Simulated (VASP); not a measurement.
The system is GaAs (gallium arsenide).

```
Ga As
1.0
     0.00000    2.82650    2.82650
     2.82650    0.00000    2.82650
     2.82650    2.82650    0.00000
Ga As
1 1
Direct
  0.00000 0.00000 0.00000
  0.25000 0.25000 0.25000
```

```yaml
Program: VASP 6.6.1
Task: relaxation of cell and atoms
Functional: PBE
Potentials_or_basis: VASP PAW PBE potentials, release 64 (Ga_d, As)
Cutoff: 500 eV
k_mesh: 12 × 12 × 12
Occupations: gaussian, width 0.01 eV
Spin: no spin polarisation
```

At the start: pressure 3.5 GPa; volume 22.58 Å³/atom.

**Question.** Where does the relaxation end?

**Answer.** Over 3 steps the energy falls by 12.3 meV/atom and the volume is 23.76 Å³/atom (+5.2 %); space group F-43m (No. 216, to 0.05 Å).

Step by step:
| step | energy change (eV) | largest force (eV/Å) | pressure (GPa) | volume (Å³) |
| --- | --- | --- | --- | --- |
| 1 | 0.0000 | 0.0000 | 3.51 | 45.16 |
| 2 | -0.0212 | 0.0000 | -1.11 | 48.47 |
| 3 | -0.0247 | 0.0000 | 0.00 | 47.53 |

Final structure:
```yaml
crystal:
  lattice:
    - [0.00000, 2.87499, 2.87499]
    - [2.87499, 0.00000, 2.87499]
    - [2.87499, 2.87499, 0.00000]
  atoms:
    - { symbol: Ga, position: [0.00000, 0.00000, 0.00000] }
    - { symbol: As, position: [0.25000, 0.25000, 0.25000] }
```
